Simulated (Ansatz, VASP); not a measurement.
One calculation of C, two programs

File INCAR:

```
SYSTEM = C
PREC = Accurate
ENCUT = 520
EDIFF = 1E-7
ISMEAR = 0
SIGMA = 0.15
LREAL = .False.
LASPH = .True.
NELM = 100
ALGO = Normal
ISIF = 2
LWAVE = .False.
LCHARG = .False.
GGA = PS
NBANDS = 16
```

File KPOINTS:

```
regular mesh
0
Gamma
  21 21 6
  0 0 0
```

The input POSCAR:

```
C
1.0
    1.2492273829     -2.2219503640      0.0000000000
    1.2492273829      2.2219503640      0.0000000000
    0.0000000000      0.0000000000      7.6996204469
C
4
Direct
    0.0833216498      0.9166783502      0.7498439858
    0.5833216498      0.4166783502      0.2501560142
    0.9166783502      0.0833216498      0.2501560142
    0.4166783502      0.5833216498      0.7498439858
```

Input for Ansatz:

```yaml
crystal:
  lattice:
    - [1.2492273829, -2.221950364, 0.0]
    - [1.2492273829, 2.221950364, 0.0]
    - [0.0, 0.0, 7.6996204469]
  atoms:
    - { symbol: C, position: [0.0833216498, 0.9166783502, 0.7498439858] }
    - { symbol: C, position: [0.5833216498, 0.4166783502, 0.2501560142] }
    - { symbol: C, position: [0.9166783502, 0.0833216498, 0.2501560142] }
    - { symbol: C, position: [0.4166783502, 0.5833216498, 0.7498439858] }
basis:
  ecutwfc: 520.0
kpoints:
  mp_grid: { grid: [21, 21, 6] }
hamiltonian:
  xc: pbesol
  pseudopotentials: { kind: paw, azcp: { folder: soft_1 } }
scf:
  occupations: { method: gaussian, width: 0.15 }
output:
  forces: true
  stress: true
  eigenvalues: true
  write_density: true
  write_potential: true
  elf: true
  volumetric_format: npy
```

Change from the starting cell: volume 10.686 Å^3 an atom, stretch along a over the lengths across it, relative to the relaxed cell 0.9736.

Alike in both runs: task single point; functional PBEsol; k mesh 21 × 21 × 6; occupations gaussian, width 0.15 eV; no spin polarisation.

|  | VASP | Ansatz |
| --- | --- | --- |
| version | VASP 6.6.1 | Ansatz 0.2.0 |
| potentials or method | VASP PAW PBE potentials, release 64 (C), cutoff 520 eV | scalar-relativistic, plane waves, PAW |
| valence electrons in the cell | 16 | 16 |

```tsv
	VASP	Ansatz	Ansatz less VASP
gap on the k mesh at the Fermi level (eV)	none	none	-
pressure (GPa)	-18.3	-18.8	-0.54
traceless stress, the component that is largest in VASP (GPa)	-18.14	-18.40	-0.260
rms of the force components (eV/Å)	0.072	0.067	-0.0051
```

VASP's potentials were made for PBE, not for PBEsol, and Ansatz warns of the same on its side. Atom by atom the forces differ by 0.005 eV/Å (rms over components). A gap of «none» marks a metal or a gap that the smearing closes.
